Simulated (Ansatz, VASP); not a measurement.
Cl in VASP and in Ansatz

```
Cl
1.0
     3.13938   -2.24240    0.00000
     3.13938    2.24240    0.00000
     0.00000    0.00000    9.03347
Cl
4
Direct
  0.14610 0.85390 0.11592
  0.64610 0.35390 0.38408
  0.85390 0.14610 0.88408
  0.35390 0.64610 0.61592
```

Alike in both runs: task single point; functional PBEsol; k mesh 8 × 8 × 4; occupations gaussian, width 0.02 eV; no spin polarisation.

|  | VASP | Ansatz |
| --- | --- | --- |
| version | VASP 6.6.1 | Ansatz 0.2.0 |
| potentials or method | VASP PAW PBE potentials, release 64 (Cl), cutoff 500 eV | scalar-relativistic, plane waves, PAW |
| valence electrons in the cell | 28 | 28 |

|  | VASP | Ansatz | Ansatz less VASP |
| --- | --- | --- | --- |
| gap on the k mesh at the Fermi level (eV) | 0.61 | 0.59 | -0.021 |
| least direct gap on the mesh (eV) | 0.62 | 0.60 | -0.019 |
| pressure (GPa) | -7.3 | -7.2 | +0.08 |
| traceless stress, the component that is largest in VASP (GPa) | -7.65 | -7.61 | +0.038 |
| rms of the force components (eV/Å) | 1.277 | 1.261 | -0.0160 |

VASP's potentials were made for PBE, not for PBEsol. Atom by atom the forces differ by 0.016 eV/Å (rms over components).
